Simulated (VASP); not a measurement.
# KSi2Sb3 (P-3m1) in VASP: further runs

Runs on KSi2Sb3. Level: PBEsol. Tasks: single point, relaxation of cell and atoms.

Everything below comes from runs of VASP 6.6.1. Logs are shortened: lines on timing, memory, paths and dates and some standing lists are left out, and cuts for length are marked.

### Step 1. The cell of the first run

It takes space group P-3m1 (No. 164, trigonal). Conventional cell: a = 3.889 Å, b = 3.889 Å, c = 12.029 Å, α = 90.00°, β = 90.00°, γ = 120.00°. Within 4.9 Å of K (site symmetry -3m) lie 6 Sb at 3.58 Å and 6 K at 3.89 Å and 6 Si at 4.80 Å. Si (site symmetry 3m) has 6 Sb at 2.68 to 2.86 Å within 3.5 Å. Within 3.6 Å of Sb (site symmetry 3m) lie 3 Si at 2.68 Å and 3 K at 3.58 Å. Sb (site symmetry -3m) has 6 Si at 2.86 Å and 12 Sb at 3.89 to 3.93 Å within 4.0 Å.

### Step 2. Single point, PBEsol

Contents of INCAR:

```
  ALGO = Normal
  EDIFF = 1E-6
  ENCUT = 520
  GGA = PS
  ISIF = 2
  ISMEAR = -1
  LASPH = T
  LCHARG = F
  LREAL = F
  LWAVE = F
  NBANDS = 25
  NELM = 80
  PREC = Accurate
  SIGMA = 0.03
```

Contents of KPOINTS:

```
k-points
0
Gamma
  6 6 2
```

Contents of POSCAR:

```
KSi2Sb3
1.0
    3.8893264719      0.0000000026      0.0000000000
   -1.9446632382      3.3682555270      0.0000000000
    0.0000000000      0.0000000000     12.0292353163
K Si Sb
1 2 3
Direct
    0.0000000000      0.0000000000      0.0000000000
    0.3333333333      0.6666666667      0.6469854141
    0.6666666667      0.3333333333      0.3530145859
    0.3333333333      0.6666666667      0.2320532368
    0.6666666667      0.3333333333      0.7679467632
    0.0000000000      0.0000000000      0.5000000000
```

Potentials or basis: VASP PAW PBE potentials, release 64 (K_sv, Si, Sb).

Command:

```sh
> cat potpaw_PBE.64/K_sv/POTCAR potpaw_PBE.64/Si/POTCAR potpaw_PBE.64/Sb/POTCAR > POTCAR
> mpirun -np 1 vasp_std > vasp.out
```

OUTCAR:

```text
EDIFF = 1E-6
   ENCUT = 520
   GGA = PS
   ISIF = 2
   ISMEAR = -1
   LASPH = T
   LREAL = F
   NELM = 80
   PREC = Accurate

 ion  position               nearest neighbor table
   1  0.000  0.000  0.000-   4 3.58   5 3.58   5 3.58   4 3.58   5 3.58   4 3.58
   2  0.333  0.667  0.647-   5 2.68   5 2.68   5 2.68   6 2.86   6 2.86   6 2.86
   3  0.667  0.333  0.353-   4 2.68   4 2.68   4 2.68   6 2.86   6 2.86   6 2.86
   4  0.333  0.667  0.232-   3 2.68   3 2.68   3 2.68   1 3.58   1 3.58   1 3.58
   5  0.667  0.333  0.768-   2 2.68   2 2.68   2 2.68   1 3.58   1 3.58   1 3.58
   6  0.000  0.000  0.500-   2 2.86   3 2.86   3 2.86   2 2.86   3 2.86   2 2.86

  LATTYP: Found a hexagonal cell.
 ALAT       =     3.8893264719
 C/A-ratio  =     3.0928839230

  Lattice vectors:

 A1 = (   3.8893264719,   0.0000000026,   0.0000000000)
 A2 = (  -1.9446632382,   3.3682555270,   0.0000000000)
 A3 = (   0.0000000000,   0.0000000000,  12.0292353163)

Analysis of symmetry for initial positions (statically):
=====================================================================
 Subroutine PRICEL returns:
 Original cell was already a primitive cell.

 Routine SETGRP: Setting up the symmetry group for a
 hexagonal supercell.

 Subroutine GETGRP returns: Found 12 space group operations
 (whereof 12 operations were pure point group operations)
 out of a pool of 24 trial point group operations.

The static configuration has the point symmetry D_3d.

Analysis of symmetry for dynamics (positions and initial velocities):
=====================================================================
 Subroutine PRICEL returns:
 Original cell was already a primitive cell.

 Routine SETGRP: Setting up the symmetry group for a
 hexagonal supercell.

 Subroutine GETGRP returns: Found 12 space group operations
 (whereof 12 operations were pure point group operations)
 out of a pool of 24 trial point group operations.

The dynamic configuration has the point symmetry D_3d.

 Subroutine INISYM returns: Found 12 space group operations
 (whereof 12 operations are pure point group operations),
 and found     1 'primitive' translations

----------------------------------------------------------------------------------------

                                     Primitive cell

  volume of cell :     157.5859

  direct lattice vectors                    reciprocal lattice vectors
     3.889326472  0.000000003  0.000000000     0.257113926  0.148444795  0.000000000
    -1.944663238  3.368255527  0.000000000    -0.000000000  0.296889589  0.000000000
     0.000000000  0.000000000 12.029235316     0.000000000  0.000000000  0.083130804

  length of vectors
     3.889326472  3.889326472 12.029235316     0.296889589  0.296889589  0.083130804

  position of ions in fractional coordinates (direct lattice)
     0.000000000  0.000000000  0.000000000
     0.333333333  0.666666667  0.646985414
     0.666666667  0.333333333  0.353014586
     0.333333333  0.666666667  0.232053237
     0.666666667  0.333333333  0.767946763
     0.000000000  0.000000000  0.500000000

  ion indices of the primitive-cell ions
   primitive index   ion index
                 1           1
                 2           2
                 3           3
                 4           4
                 5           5
                 6           6

----------------------------------------------------------------------------------------

 KPOINTS: k-points

Automatic generation of k-mesh.
 Grid dimensions read from file:
 generate k-points for:    6    6    2

 Generating k-lattice:

  Cartesian coordinates                     Fractional coordinates (reciprocal lattice)
     0.042852321  0.024740799  0.000000000     0.166666667  0.000000000  0.000000000
    -0.000000000  0.049481598  0.000000000    -0.000000000  0.166666667  0.000000000
     0.000000000  0.000000000  0.041565402     0.000000000  0.000000000  0.500000000

  Length of vectors
     0.049481598  0.049481598  0.041565402

  Shift w.r.t. Gamma in fractional coordinates (k-lattice)
     0.000000000  0.000000000  0.000000000

 Subroutine IBZKPT returns following result:
 ===========================================

 Found     14 irreducible k-points:

 Following reciprocal coordinates:
            Coordinates               Weight
  0.000000  0.000000  0.000000      1.000000
  0.166667 -0.000000  0.000000      6.000000
  0.333333  0.000000  0.000000      6.000000
  0.500000  0.000000  0.000000      3.000000
  0.166667  0.166667  0.000000      6.000000
  0.333333  0.166667  0.000000     12.000000
  0.333333  0.333333  0.000000      2.000000
  0.000000  0.000000  0.500000      1.000000
  0.166667 -0.000000  0.500000      6.000000
  0.333333  0.000000  0.500000      6.000000
  0.500000  0.000000  0.500000      3.000000
  0.166667  0.166667  0.500000      6.000000
  0.333333  0.166667  0.500000     12.000000
  0.333333  0.333333  0.500000      2.000000
   k-points           NKPTS =     14   k-points in BZ     NKDIM =     14   number of bands    NBANDS=     25
   number of dos      NEDOS =    301   number of ions     NIONS =      6
   total plane-waves  NPLWV =  81000
   dimension x,y,z NGX =    30 NGY =   30 NGZ =   90
   dimension x,y,z NGXF=    60 NGYF=   60 NGZF=  180
   ions per type =               1   2   3
   NGX,Y,Z   is equivalent  to a cutoff of  12.82, 12.82, 12.44 a.u.
   NGXF,Y,Z  is equivalent  to a cutoff of  25.65, 25.65, 24.88 a.u.
 SYSTEM =  unknown system
   PREC   = accura    normal or accurate (medium, high low for compatibility)
   ISTART =      0    job   : 0-new  1-cont  2-samecut
   ICHARG =      2    charge: 1-file 2-atom 10-const
   ISPIN  =      1    spin polarized calculation?
   LNONCOLLINEAR =      F non collinear calculations
   LSORBIT =      F    spin-orbit coupling
   LASPH  =      T    aspherical Exc in radial PAW
   ENCUT  =  520.0 eV  38.22 Ry    6.18 a.u.   7.23  7.23 22.37*2*pi/ulx,y,z
   NELM   =     80;   NELMIN=  2; NELMDL= -5     # of ELM steps
   EDIFF  = 0.1E-05   stopping-criterion for ELM
   LREAL  =      F    real-space projection
   EDIFFG = 0.1E-04   stopping-criterion for IOM
   NSW    =      0    number of steps for IOM
   IBRION =     -1    ionic relax: 0-MD 1-quasi-New 2-CG
   NFREE  =      0    steps in history (QN), initial steepest desc. (CG)
   ISIF   =      2    stress and relaxation
   ISYM   =      2    0-nonsym 1-usesym 2-fastsym
   POTIM  = 0.5000    time-step for ionic-motion
   TEBEG  =    0.0;   TEEND  =   0.0 temperature during run
   PSTRESS=    0.0 pullay stress
   NELECT =      32.0000    total number of electrons
   NUPDOWN=      -1.0000    fix difference up-down
   EMIN   =  10.00;   EMAX   =-10.00  energy-range for DOS
   EFERMI =   0.00;   METHOD = LEGACY
   ISMEAR =    -1;   SIGMA  =   0.03  broadening in eV -4-tet -1-fermi 0-gaus
   EFERMI_NEDOS =   21; number of points for ismear=-14 and -15
   IALGO  =     38    algorithm
   IMIX   =      4    mixing-type and parameters
     AMIX     =   0.40;   BMIX     =  1.00
     AMIX_MAG =   1.60;   BMIX_MAG =  1.00
  volume/ion in A,a.u.               =      26.26       177.24
  Fermi-wavevector in a.u.,A,eV,Ry     =   0.962245  1.818379 12.597845  0.925915
  Thomas-Fermi vector in A             =   2.091687
   LORBIT       =      0    0 simple, 1 ext, 2 COOP (PROOUT), +10 PAW based schemes
   GGA     = PS    functional components
   LHFCALC =     F    Hartree Fock is set to
   AEXX    =    0.0000 exact exchange contribution
   IVDW    =     0    specifies the selected vdW correction
   LEPSILON=     F    determine dielectric tensor
   LRPA    =     F    only Hartree local field effects (RPA)
 non-spin polarized calculation
  energy-cutoff  :      520.00
  volume of cell :      157.59
 maximum number of plane-waves:      4287
 NGX is ok and might be reduce to    30
   NGX = 15   NGY = 15   NGZ = 45

 number of electron      31.9999999 magnetization

 Free energy of the ion-electron system (eV)
  ---------------------------------------------------
  ext. energy  EPLUGINS =         0.00000000
  ---------------------------------------------------
  free energy    TOTEN  =       -26.11091702 eV

  energy without entropy =      -26.09941894  energy(sigma->0) =      -26.10516798

 E-fermi :   6.0920     XC(G=0):  -9.4651

 val. band max:        6.0883570544   @ k =   0.5000   0.0000   0.5000
 cond. band min:       6.1311574540   @ k =   0.5000   0.0000   0.0000
 fundamental gap:      0.0428003996
 Fermi energy:         6.0919792229

 k-point     1 :       0.0000    0.0000    0.0000
  band No.  band energies     occupation
      1     -25.1823      2.00000
      2      -8.7690      2.00000
      3      -8.6401      2.00000
      4      -8.6401      2.00000
      5      -6.6414      2.00000
      6      -5.6858      2.00000
[... 17 lines left out ...]
     24      10.1913      0.00000
     25      10.3207      0.00000

 k-point     2 :       0.1667   -0.0000    0.0000
  band No.  band energies     occupation
      1     -25.1741      2.00000
      2      -8.7447      2.00000
      3      -8.7290      2.00000
      4      -8.6590      2.00000
      5      -6.2916      2.00000
      6      -5.3589      2.00000
[... 17 lines left out ...]
     24      10.3525      0.00000
     25      10.5419      0.00000

 k-point     3 :       0.3333    0.0000    0.0000
  band No.  band energies     occupation
      1     -25.1578      2.00000
      2      -8.8993      2.00000
      3      -8.6969      2.00000
      4      -8.6964      2.00000
      5      -5.2686      2.00000
      6      -4.4258      2.00000
[... 272 lines left out ...]
 k-point    13 :       0.3333    0.1667    0.5000
  band No.  band energies     occupation
      1     -25.1496      2.00000
      2      -8.9373      2.00000
      3      -8.7611      2.00000
      4      -8.6740      2.00000
      5      -4.3047      2.00000
      6      -3.6200      2.00000
[... 17 lines left out ...]
     24      10.5269      0.00000
     25      10.9869      0.00000

 k-point    14 :       0.3333    0.3333    0.5000
  band No.  band energies     occupation
      1     -25.1454      2.00000
      2      -8.8754      2.00000
      3      -8.8754      2.00000
      4      -8.6629      2.00000
      5      -3.2019      2.00000
      6      -3.0005      2.00000
[... 17 lines left out ...]
     24      11.3679      0.00000
     25      11.5941      0.00000

------------------------ aborting loop because EDIFF is reached ----------------------------------------

  FORCE on cell =-STRESS in cart. coord.  units (eV):
  Direction    XX          YY          ZZ          XY          YZ          ZX
  --------------------------------------------------------------------------------------
  -------------------------------------------------------------------------------------
  Total        0.2007169      0.2007169      0.2451408      0.0000000      0.0000000      0.0000000
  in kB        2.0406903      2.0406903      2.4923487      0.0000000      0.0000000      0.0000000
  external PRESSURE =       2.1912431 kB  Pullay stress =       0.0000000 kB

 VOLUME and BASIS-vectors are now :
 -----------------------------------------------------------------------------
  energy-cutoff  :      520.00
  volume of cell :      157.59
      direct lattice vectors                 reciprocal lattice vectors
     3.889326472  0.000000003  0.000000000     0.257113926  0.148444795  0.000000000
    -1.944663238  3.368255527  0.000000000    -0.000000000  0.296889589  0.000000000
     0.000000000  0.000000000 12.029235316     0.000000000  0.000000000  0.083130804

 POSITION                                       TOTAL-FORCE (eV/Angst)
 -----------------------------------------------------------------------------------
      0.00000      0.00000      0.00000         0.000000     -0.000000      0.000000
     -0.00000      2.24550      7.78274         0.000000     -0.000000     -0.029294
      1.94466      1.12275      4.24650        -0.000000      0.000000      0.029294
     -0.00000      2.24550      2.79142         0.000000      0.000000     -0.035408
      1.94466      1.12275      9.23781        -0.000000     -0.000000      0.035408
      0.00000      0.00000      6.01462         0.000000     -0.000000      0.000000
 -----------------------------------------------------------------------------------
    total drift:                                0.000000      0.000000      0.000000

  FREE ENERGIE OF THE ION-ELECTRON SYSTEM (eV)
  ---------------------------------------------------
  free  energy   TOTEN  =       -26.1109170229 eV

  energy  without entropy=      -26.0994189378  energy(sigma->0) =      -26.10516798
```

It took 30 s on 1 thread of Intel Xeon 6975P-C (Granite Rapids), shared host; peak memory 0.28 GiB.

What came out:

| Quantity | Value |
| --- | --- |
| Free energy | -26.1109 eV |
| Pressure | 0.2 GPa |
| Largest force | 0.035 eV/Å |
| Band gap on the k mesh | zero (bands 16 and 17 overlap by 0.72 eV) |

Forces in eV/Å, atoms in the order of the input:
```
K    0.000  0.000  0.000
Si   0.000  0.000 -0.029
Si   0.000  0.000  0.029
Sb   0.000  0.000 -0.035
Sb   0.000  0.000  0.035
Sb   0.000  0.000  0.000
```

Levels at points of the mesh, in eV from the Fermi level:
```
           k point  band 12  band 13  band 14  band 15  band 16  band 17  band 18  band 19  band 20  band 21
(0.00, 0.00, 0.00)    -0.47    -0.32    -0.32    -0.09     0.38     0.38     1.71     2.25     2.25     2.29
(0.50, 0.00, 0.00)    -3.04    -2.86    -1.98    -1.66    -0.89     0.04     0.18     1.46     1.84     3.02
(0.00, 0.00, 0.50)    -0.48    -0.30    -0.30     0.36     0.36     1.12     1.26     2.19     2.33     2.33
(0.50, 0.00, 0.50)    -3.17    -2.86    -1.96    -1.41    -0.96    -0.11     0.00     1.90     2.16     2.25
```

Caveat: the PAW data sets were made with another functional, which shifts forces and pressure a little; spin-orbit coupling is left out, which moves the levels of the heavy elements.

[end of part 1 of 2]
